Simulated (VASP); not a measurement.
# LiF (Fm-3m) in VASP: a series of runs, part 2 of 2

VASP 6.6.1.

## (4) G0W0 quasiparticle levels, PBE

This run uses another cell than the first one, of 7.47 Å³/atom.

File POSCAR:

```
LiF
1.0
    0.0000000000      1.9549743028      1.9549743028
    1.9549743028      0.0000000000      1.9549743028
    1.9549743028      1.9549743028      0.0000000000
Li F
1 1
Direct
    0.0000000000      0.0000000000      0.0000000000
    0.5000000000      0.5000000000      0.5000000000
```

File INCAR.step1:

```
PREC     = Accurate       # precision mode
ENCUT    = 500            # plane-wave cutoff, eV
EDIFF    = 1E-8           # SCF threshold, eV
ISMEAR   = 0              # smearing method
SIGMA    = 0.01           # smearing width, eV
LREAL    = F              # projectors in reciprocal space
LASPH    = T              # aspherical terms in the spheres
NELM     = 60             # most SCF steps
ALGO     = Normal         # electronic algorithm
LWAVE    = T              # write WAVECAR
LCHARG   = F              # write CHGCAR
GGA      = PE             # functional
```

File INCAR.step2:

```
PREC     = Accurate       # precision mode
ENCUT    = 500            # plane-wave cutoff, eV
EDIFF    = 1E-8           # SCF threshold, eV
ISMEAR   = 0              # smearing method
SIGMA    = 0.01           # smearing width, eV
LREAL    = F              # projectors in reciprocal space
LASPH    = T              # aspherical terms in the spheres
NELM     = 1              # most SCF steps
ALGO     = Exact          # electronic algorithm
LWAVE    = T              # write WAVECAR
LCHARG   = F              # write CHGCAR
GGA      = PE             # functional
NBANDS   = 66             # bands
LOPTICS  = T              # frequency-dependent dielectric function
ISTART   = 1
```

File INCAR.step3:

```
PREC     = Accurate       # precision mode
ENCUT    = 500            # plane-wave cutoff, eV
EDIFF    = 1E-8           # SCF threshold, eV
ISMEAR   = 0              # smearing method
SIGMA    = 0.01           # smearing width, eV
LREAL    = F              # projectors in reciprocal space
LASPH    = T              # aspherical terms in the spheres
ALGO     = EVGW0          # electronic algorithm
LWAVE    = F              # write WAVECAR
LCHARG   = F              # write CHGCAR
GGA      = PE             # functional
NELMGW   = 1            
NBANDS   = 66             # bands
ENCUTGW  = 150.0          # cutoff of the response function
NOMEGA   = 96             # frequency points
PRECFOCK = Fast         
ISTART   = 1            
NBANDSGW = 12           
OMEGAMAX = 20
```

File KPOINTS:

```
Automatic mesh
0
Gamma
  6 6 6
```

Potentials or basis: VASP PAW PBE potentials, release 64 (Li_GW, F_GW).

Command:

```console
$ cat potpaw_PBE.64/Li_GW/POTCAR potpaw_PBE.64/F_GW/POTCAR > POTCAR
$ cp INCAR.step1 INCAR
$ mpirun -np 1 vasp_std > vasp.out
$ cp INCAR.step2 INCAR
$ mpirun -np 1 vasp_std > vasp.out
$ cp INCAR.step3 INCAR
$ mpirun -np 1 vasp_std > vasp.out
```

OUTCAR:

```text
PREC = Accurate
   ENCUT = 500
   EDIFF = 1E-8
   ISMEAR = 0
   LREAL = F
   LASPH = T
   GGA = PE
   NELMGW = 1
   ENCUTGW = 150.0
   PRECFOCK = Fast
   ISTART = 1

 ion  position               nearest neighbor table
   1  0.000  0.000  0.000-   2 1.95   2 1.95   2 1.95   2 1.95   2 1.95   2 1.95
   2  0.500  0.500  0.500-   1 1.95   1 1.95   1 1.95   1 1.95   1 1.95   1 1.95
[... 190 lines left out ...]
      2      -2.8209      -5.4901     -26.2698     -23.0387     -30.8427       0.8261       2.0000       0.0420
      3      -2.8209      -5.4901     -26.2698     -23.0387     -30.8427       0.8261       2.0000       0.0420
      4      -2.8209      -5.4901     -26.2698     -23.0387     -30.8427       0.8261       2.0000       0.0420
      5       7.0606       8.7965      -8.9403     -10.9084      -5.7682       0.8820       0.0000      -0.0396
      6      22.3184      24.9134      -5.6820      -8.6934      -1.6366       0.8617       0.0000      -0.0882
      7      22.3184      24.9134      -5.6820      -8.6934      -1.6366       0.8617       0.0000      -0.0882
      8      22.3184      24.9134      -5.6820      -8.6934      -1.6366       0.8617       0.0000      -0.0882
      9      22.3890      24.1730      -6.7116      -8.7672      -2.8082       0.8679       0.0000      -0.1022
     10      22.3890      24.1730      -6.7116      -8.7672      -2.8082       0.8679       0.0000      -0.1022
     11      22.3890      24.1730      -6.7116      -8.7672      -2.8082       0.8679       0.0000      -0.1022
     12      25.7541      26.6509      -5.8590      -6.9509      -1.1710       0.8213       0.0000      -0.4404
[... 228 lines left out ...]
      1     -22.2642     -26.2621     -28.7554     -23.3319     -37.4525       0.7371       2.0000       0.7511
      2      -5.7540      -8.9038     -22.7751     -18.8982     -27.1449       0.8125       2.0000       0.0502
      3      -4.6241      -7.6107     -24.0771     -20.4226     -28.5264       0.8172       2.0000       0.0456
      4      -3.7965      -6.6525     -25.2467     -21.7500     -29.7902       0.8168       2.0000       0.0442
      5      12.8620      15.4684     -10.9505     -13.9527      -7.6993       0.8681       0.0000      -0.0413
      6      13.2409      15.3965      -8.8227     -11.2749      -5.4782       0.8790       0.0000      -0.0399
      7      15.5308      17.7432      -6.7443      -9.2560      -3.0799       0.8808       0.0000      -0.0471
      8      17.7839      20.1899      -7.9201     -10.7178      -4.1837       0.8600       0.0000      -0.0500
      9      22.2178      24.3636      -6.7786      -9.3018      -2.6799       0.8504       0.0000      -0.1018
     10      30.2893      32.2717      -6.3412      -8.6123      -1.8665       0.8729       0.0000      -0.4994
     11      33.1186      36.1441      -8.5350     -11.7352      -3.9338       0.9454       0.0000      -0.9808
     12      37.2224      40.4173      -8.7354     -12.2567      -4.0441       0.9073       0.0000      -1.0846
```

Run time: 64 s. Hardware: 1 thread of Intel Xeon 6975P-C (Granite Rapids), shared host; peak memory 0.27 GiB.

What came out:

| Property | Result |
| --- | --- |
| Quasiparticle gap | 14.29 eV |
| Least direct quasiparticle gap | 14.29 eV |
| Band gap of the starting levels on the mesh | 9.88 eV |
| Least direct gap of the starting levels on the mesh | 9.88 eV |

Caveat: the k points lie up to 0.46 Å⁻¹ apart; the cutoff is under 1.25 times the usual one of these potentials, so pressure, stress and relaxed cells hold a basis-set (Pulay) error; bands, screening cutoff and mesh are small and nothing is extrapolated, so the quasiparticle values aren't converged.

## (5) G0W0 quasiparticle levels, PBE

This run uses another cell than the first one, of 7.02 Å³/atom.

File POSCAR:

```
LiF
1.0
    0.0000000000      1.9150768680      1.9150768680
    1.9150768680      0.0000000000      1.9150768680
    1.9150768680      1.9150768680      0.0000000000
Li F
1 1
Direct
    0.0000000000      0.0000000000      0.0000000000
    0.5000000000      0.5000000000      0.5000000000
```

File INCAR.step1:

```
PREC = Accurate
ENCUT = 500
EDIFF = 1E-8
ISMEAR = 0
SIGMA = 0.01
LREAL = False
LASPH = True
NELM = 60
ALGO = Normal
LWAVE = True
LCHARG = False
GGA = PE
```

File INCAR.step2:

```
PREC = Accurate
ENCUT = 500
EDIFF = 1E-8
ISMEAR = 0
SIGMA = 0.01
LREAL = False
LASPH = True
NELM = 1
ALGO = Exact
LWAVE = True
LCHARG = False
GGA = PE
NBANDS = 62
LOPTICS = True
ISTART = 1
```

File INCAR.step3:

```
PREC = Accurate
ENCUT = 500
EDIFF = 1E-8
ISMEAR = 0
SIGMA = 0.01
LREAL = False
LASPH = True
ALGO = EVGW0
LWAVE = False
LCHARG = False
GGA = PE
NELMGW = 1
NBANDS = 62
ENCUTGW = 150.0
NOMEGA = 96
PRECFOCK = Fast
ISTART = 1
NBANDSGW = 12
OMEGAMAX = 20
```

KPOINTS is that of step 4.

Potentials or basis: VASP PAW PBE potentials, release 64 (Li_GW, F_GW).

Command:

```console
$ cat potpaw_PBE.64/Li_GW/POTCAR potpaw_PBE.64/F_GW/POTCAR > POTCAR
$ cp INCAR.step1 INCAR
$ mpirun -np 1 vasp_std > vasp.out
$ cp INCAR.step2 INCAR
$ mpirun -np 1 vasp_std > vasp.out
$ cp INCAR.step3 INCAR
$ mpirun -np 1 vasp_std > vasp.out
```

OUTCAR:

```text
PREC = Accurate
   ENCUT = 500
   EDIFF = 1E-8
   ISMEAR = 0
   LREAL = False
   LASPH = True
   GGA = PE
   NELMGW = 1
   ENCUTGW = 150.0
   PRECFOCK = Fast
   ISTART = 1

 ion  position               nearest neighbor table
   1  0.000  0.000  0.000-   2 1.92   2 1.92   2 1.92   2 1.92   2 1.92   2 1.92
   2  0.500  0.500  0.500-   1 1.92   1 1.92   1 1.92   1 1.92   1 1.92   1 1.92

  LATTYP: Found a face centered cubic cell.
[... 189 lines left out ...]
      3      -2.5376      -5.2311     -26.4090     -23.1775     -30.9992       0.8335       2.0000       0.0440
      4      -2.5376      -5.2311     -26.4090     -23.1775     -30.9992       0.8335       2.0000       0.0440
      5       7.9894       9.7954      -9.2871     -11.3195      -6.0205       0.8886       0.0000      -0.0412
      6      23.3043      25.1515      -6.9435      -9.0668      -2.9671       0.8700       0.0000      -0.0891
      7      23.3043      25.1515      -6.9435      -9.0668      -2.9671       0.8700       0.0000      -0.0891
      8      23.3043      25.1515      -6.9435      -9.0668      -2.9671       0.8700       0.0000      -0.0891
      9      23.4647      26.1019      -5.8470      -8.9046      -1.6966       0.8625       0.0000      -0.0861
     10      23.4647      26.1019      -5.8470      -8.9046      -1.6966       0.8625       0.0000      -0.0861
     11      23.4647      26.1019      -5.8470      -8.9046      -1.6966       0.8625       0.0000      -0.0861
     12      26.8496      27.7770      -6.0732      -7.2068      -1.2521       0.8181       0.0000      -0.4150
[... 228 lines left out ...]
      1     -22.0702     -26.0737     -28.8843     -23.3724     -37.5105       0.7263       2.0000       0.7147
      2      -5.7356      -8.9445     -22.8352     -18.9061     -27.2275       0.8167       2.0000       0.0556
      3      -4.5027      -7.5448     -24.1445     -20.4461     -28.6036       0.8225       2.0000       0.0492
      4      -3.5812      -6.4969     -25.3662     -21.8422     -29.9233       0.8274       2.0000       0.0456
      5      13.7436      16.4269     -11.2414     -14.3320      -7.9051       0.8682       0.0000      -0.0397
      6      13.9872      16.1850      -9.0684     -11.5671      -5.6542       0.8796       0.0000      -0.0378
      7      16.5008      18.7684      -6.9551      -9.5283      -3.2032       0.8812       0.0000      -0.0423
      8      18.9319      21.3941      -8.1504     -11.0089      -4.3197       0.8614       0.0000      -0.0445
      9      23.2958      25.5141      -7.0196      -9.6315      -2.8237       0.8493       0.0000      -0.0921
     10      31.6278      33.6614      -6.5726      -8.9033      -1.9787       0.8725       0.0000      -0.4866
     11      34.9178      38.0691      -8.7716     -12.0551      -4.0568       0.9597       0.0000      -1.0127
     12      38.9854      42.3679      -8.9653     -12.6051      -4.1746       0.9293       0.0000      -1.1138
```

OUTCAR.step1:

```text
PREC = Accurate
   ENCUT = 500
   EDIFF = 1E-8
   ISMEAR = 0
   LREAL = False
[... 386 lines left out ...]
      0.00000      0.00000      0.00000         0.000000      0.000000      0.000000
      1.91508      1.91508      1.91508         0.000000      0.000000      0.000000
 -----------------------------------------------------------------------------------
    total drift:                                0.000000      0.000000      0.000000

  FREE ENERGIE OF THE ION-ELECTRON SYSTEM (eV)
  ---------------------------------------------------
  free  energy   TOTEN  =        -9.4699036803 eV

  energy  without entropy=       -9.4699036803  energy(sigma->0) =       -9.46990368
```

OUTCAR.step2:

```text
PREC = Accurate
   ENCUT = 500
   EDIFF = 1E-8
   ISMEAR = 0
   LREAL = False
[... 848 lines left out ...]
     0.00000     2.09305     2.09305     2.09305    -0.00000    -0.00000     0.00000
     2.01900     2.10900     2.10900     2.10900    -0.00000    -0.00000     0.00000
     4.03799     2.16159     2.16159     2.16159    -0.00000    -0.00000     0.00000
     6.05699     2.26741     2.26741     2.26741    -0.00000    -0.00000     0.00000
     8.07598     2.47819     2.47819     2.47819    -0.00000    -0.00000     0.00000
    10.09498     3.08348     3.08348     3.08348     0.00000    -0.00000     0.00000
[... 92 lines left out ...]
   197.86157     0.98074     0.98074     0.98074    -0.00000     0.00000    -0.00000
   199.88057     0.98119     0.98119     0.98119    -0.00000     0.00000    -0.00000
```

It took 90 s on 1 thread of AMD EPYC 9R45 (Zen 5), shared host; peak memory 0.23 GiB.

What came out:

- Quasiparticle gap: 15.03 eV
- Least direct quasiparticle gap: 15.03 eV
- Band gap of the starting levels on the mesh: 10.53 eV
- Least direct gap of the starting levels on the mesh: 10.53 eV

Caveat: the k points lie up to 0.47 Å⁻¹ apart; the cutoff is under 1.25 times the usual one of these potentials, so pressure, stress and relaxed cells hold a basis-set (Pulay) error; bands, screening cutoff and mesh are small and nothing is extrapolated, so the quasiparticle values aren't converged.

## (6) G0W0 quasiparticle levels, PBE

This run uses another cell than the first one, of 8.93 Å³/atom.

File POSCAR:

```
LiF
1.0
    0.0000000000      2.0746666070      2.0746666070
    2.0746666070      0.0000000000      2.0746666070
    2.0746666070      2.0746666070      0.0000000000
Li F
1 1
Direct
    0.0000000000      0.0000000000      0.0000000000
    0.5000000000      0.5000000000      0.5000000000
```

File INCAR.step1:

```
  PREC = Accurate
  ENCUT = 500
  EDIFF = 1E-8
  ISMEAR = 0
  SIGMA = 0.01
  LREAL = False
  LASPH = True
  NELM = 80
  ALGO = Normal
  LWAVE = True
  LCHARG = False
  GGA = PE
```

File INCAR.step2:

```
  PREC = Accurate
  ENCUT = 500
  EDIFF = 1E-8
  ISMEAR = 0
  SIGMA = 0.01
  LREAL = False
  LASPH = True
  NELM = 1
  ALGO = Exact
  LWAVE = True
  LCHARG = False
  GGA = PE
  NBANDS = 78
  LOPTICS = True
  ISTART = 1
```

File INCAR.step3:

```
  PREC = Accurate
  ENCUT = 500
  EDIFF = 1E-8
  ISMEAR = 0
  SIGMA = 0.01
  LREAL = False
  LASPH = True
  ALGO = EVGW0
  LWAVE = False
  LCHARG = False
  GGA = PE
  NELMGW = 1
  NBANDS = 78
  ENCUTGW = 150.0
  NOMEGA = 96
  PRECFOCK = Fast
  ISTART = 1
  NBANDSGW = 12
  OMEGAMAX = 20
```

File KPOINTS:

```
regular mesh
0
Gamma
  6 6 6
```

Potentials or basis: VASP PAW PBE potentials, release 64 (Li_GW, F_GW).

Command:

```console
$ cat potpaw_PBE.64/Li_GW/POTCAR potpaw_PBE.64/F_GW/POTCAR > POTCAR
$ cp INCAR.step1 INCAR
$ mpirun -np 1 vasp_std > vasp.out
$ cp INCAR.step2 INCAR
$ mpirun -np 1 vasp_std > vasp.out
$ cp INCAR.step3 INCAR
$ mpirun -np 1 vasp_std > vasp.out
```

OUTCAR:

```text
PREC = Accurate
   ENCUT = 500
   EDIFF = 1E-8
   ISMEAR = 0
   LREAL = False
   LASPH = True
   GGA = PE
   NELMGW = 1
   ENCUTGW = 150.0
   PRECFOCK = Fast
   ISTART = 1

 ion  position               nearest neighbor table
   1  0.000  0.000  0.000-   2 2.07   2 2.07   2 2.07   2 2.07   2 2.07   2 2.07
   2  0.500  0.500  0.500-   1 2.07   1 2.07   1 2.07   1 2.07   1 2.07   1 2.07

  LATTYP: Found a face centered cubic cell.
 ALAT       =     4.1493332140

  Lattice vectors:

 A1 = (   0.0000000000,   2.0746666070,   2.0746666070)
 A2 = (   2.0746666070,   0.0000000000,   2.0746666070)
 A3 = (   2.0746666070,   2.0746666070,   0.0000000000)

Analysis of symmetry for initial positions (statically):
=====================================================================
 Subroutine PRICEL returns:
 Original cell was already a primitive cell.

 Routine SETGRP: Setting up the symmetry group for a
[... 156 lines left out ...]
   NKREDLFX            =     1    NKREDLFY  =   1   NKREDLFZ  =   1
 non-spin polarized calculation
 Gauss-broadening in eV      SIGMA  =   0.01
  energy-cutoff  :      500.00
  volume of cell :       17.86
 maximum number of plane-waves:       464
 NGX is ok and might be reduce to    24
  NGX = 14; NGY = 14; NGZ = 14
   NGX = 11   NGY = 11   NGZ = 11
 maximum number of plane-waves:        80
 NGX is ok and might be reduce to    14

 QP shifts <psi_nk| G(iteration)W_0 |psi_nk>: iteration 1
 for sc-GW calculations column KS-energies equals QP-energies in previous step
 and V_xc(KS)=  KS-energies - (<T + V_ion + V_H > + <T+V_H+V_ion>^1  + <V_x>^1)

 k-point   1 :       0.0000    0.0000    0.0000
  band No.  KS-energies  QP-energies   sigma(KS)   V_xc(KS)     V^pw_x(r,r')   Z            occupation Imag(sigma)

      1     -23.3058     -27.9848     -27.7944     -22.3913     -36.5492       0.8660       2.0000       1.1968
      2      -3.5307      -6.1434     -25.9185     -22.7047     -30.4767       0.8130       2.0000       0.0398
      3      -3.5307      -6.1434     -25.9185     -22.7047     -30.4767       0.8130       2.0000       0.0398
      4      -3.5307      -6.1434     -25.9185     -22.7047     -30.4767       0.8130       2.0000       0.0398
      5       4.7727       6.3776      -7.9569      -9.7717      -5.0466       0.8844       0.0000      -0.0387
      6      19.2534      21.7320      -5.2349      -8.1270      -1.4833       0.8570       0.0000      -0.0992
      7      19.2534      21.7320      -5.2349      -8.1270      -1.4833       0.8570       0.0000      -0.0992
      8      19.2534      21.7320      -5.2349      -8.1270      -1.4833       0.8570       0.0000      -0.0992
      9      19.9222      21.5405      -6.0795      -7.9551      -2.3879       0.8629       0.0000      -0.1325
     10      19.9222      21.5405      -6.0795      -7.9551      -2.3879       0.8629       0.0000      -0.1325
     11      19.9222      21.5405      -6.0795      -7.9551      -2.3879       0.8629       0.0000      -0.1325
     12      22.8383      23.6987      -5.2524      -6.2553      -0.9621       0.8579       0.0000      -0.5238
[... 228 lines left out ...]
      1     -22.7163     -26.7054     -28.4729     -23.2336     -37.3125       0.7614       2.0000       0.9887
      2      -5.7846      -8.8109     -22.6782     -18.9102     -26.9882       0.8032       2.0000       0.0501
      3      -4.9014      -7.7753     -23.9345     -20.3526     -28.3459       0.8024       2.0000       0.0448
      4      -4.2928      -7.0854     -24.9493     -21.4919     -29.4539       0.8077       2.0000       0.0416
      5      10.5858      12.9776     -10.1141     -12.8855      -7.1238       0.8630       0.0000      -0.0477
      6      11.2715      13.2941      -8.1319     -10.4584      -5.0062       0.8694       0.0000      -0.0455
      7      12.9713      15.0197      -6.1673      -8.5150      -2.7557       0.8725       0.0000      -0.0489
      8      14.8204      17.0753      -7.2675      -9.8996      -3.8010       0.8567       0.0000      -0.0529
      9      19.3898      21.3297      -6.1077      -8.3944      -2.2891       0.8483       0.0000      -0.1273
     10      26.7191      28.6069      -5.6867      -7.8190      -1.5644       0.8853       0.0000      -0.5326
     11      28.3966      31.2567      -7.8541     -10.8443      -3.5873       0.9565       0.0000      -0.8980
     12      32.5858      35.5240      -8.0415     -11.2868      -3.6867       0.9054       0.0000      -0.9683
```

OUTCAR.step2:

```text
PREC = Accurate
   ENCUT = 500
   EDIFF = 1E-8
   ISMEAR = 0
   LREAL = False
[... 849 lines left out ...]
     0.00000     2.02913     2.02913     2.02913     0.00000     0.00000    -0.00000
     2.13214     2.05292     2.05292     2.05292     0.00000     0.00000    -0.00000
     4.26428     2.13630     2.13630     2.13630     0.00000     0.00000    -0.00000
     6.39642     2.33670     2.33670     2.33670     0.00000     0.00000    -0.00000
     8.52857     2.85413     2.85413     2.85413     0.00000     0.00000    -0.00000
    10.66071     2.15515     2.15515     2.15515     0.00000     0.00000    -0.00000
[... 92 lines left out ...]
   208.94987     0.98667     0.98667     0.98667    -0.00000    -0.00000     0.00000
   211.08201     0.98697     0.98697     0.98697    -0.00000    -0.00000     0.00000
```

It took 3.8 min on 1 thread of AMD EPYC 7R13 (Zen 3), shared host; peak memory 0.3 GiB.

What came out:

* Quasiparticle gap: 12.52 eV
* Least direct quasiparticle gap: 12.52 eV
* Band gap of the starting levels on the mesh: 8.30 eV
* Least direct gap of the starting levels on the mesh: 8.30 eV

Caveat: the k points lie up to 0.44 Å⁻¹ apart; the cutoff is under 1.25 times the usual one of these potentials, so pressure, stress and relaxed cells hold a basis-set (Pulay) error; bands, screening cutoff and mesh are small and nothing is extrapolated, so the quasiparticle values aren't converged.
